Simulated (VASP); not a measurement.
Input of a VASP 6.6.1 run:

The input POSCAR:

```
Si2Mo
1.0
   -1.5774297323      1.5774297323      3.8652384842
    1.5774297323     -1.5774297323      3.8652384842
    1.5774297323      1.5774297323     -3.8652384842
Si Mo
2 1
Direct
    0.3346909617      0.3346909617      0.0000000000
    0.6653090383      0.6653090383      0.0000000000
    0.0000000000      0.0000000000      0.0000000000
```

Contents of INCAR.step1:

```
  PREC = Accurate
  ENCUT = 550
  ISMEAR = 0
  SIGMA = 0.05
  LREAL = F
  LASPH = T
  NELM = 120
  NBANDS = 18
  GGA = PE
  ALGO = Normal
  EDIFF = 1E-5
  LWAVE = T
  LCHARG = F
  GGA_COMPAT = F
```

The input INCAR.step2:

```
  PREC = Accurate
  ENCUT = 550
  EDIFF = 1E-6
  ISMEAR = 0
  SIGMA = 0.05
  LREAL = F
  LASPH = T
  NELM = 120
  ALGO = Normal
  ISIF = 2
  LWAVE = F
  LCHARG = F
  METAGGA = R2SCAN
  LMIXTAU = T
  NBANDS = 18
  ISTART = 1
  GGA_COMPAT = F
```

File KPOINTS:

```
regular mesh
0
Gamma
  14 14 14
```

Potentials or basis: VASP PAW PBE potentials, release 64 (Si, Mo_sv).

Launch:

```console
$ cat potpaw_PBE.64/Si/POTCAR potpaw_PBE.64/Mo_sv/POTCAR > POTCAR
$ cp INCAR.step1 INCAR
$ mpirun -np 1 vasp_std > vasp.out
$ cp INCAR.step2 INCAR
$ mpirun -np 1 vasp_std > vasp.out
```

Problem. Predict the pressure.

Solution. 10.2 GPa.

Problem. Predict the largest force.

Solution. 0.016 eV/Å.

Problem. What does it give for the band gap on the k mesh?

Solution. Zero (band 11 reaches 13.45 eV, above the bottom of band 12 at 12.39 eV).

Forces on the atoms (eV/Å):
```
Si   0.000  0.000 -0.016
Si   0.000  0.000  0.016
Mo   0.000  0.000  0.000
```

Caveat: the PAW data sets were made with another functional, which shifts forces and pressure a little.
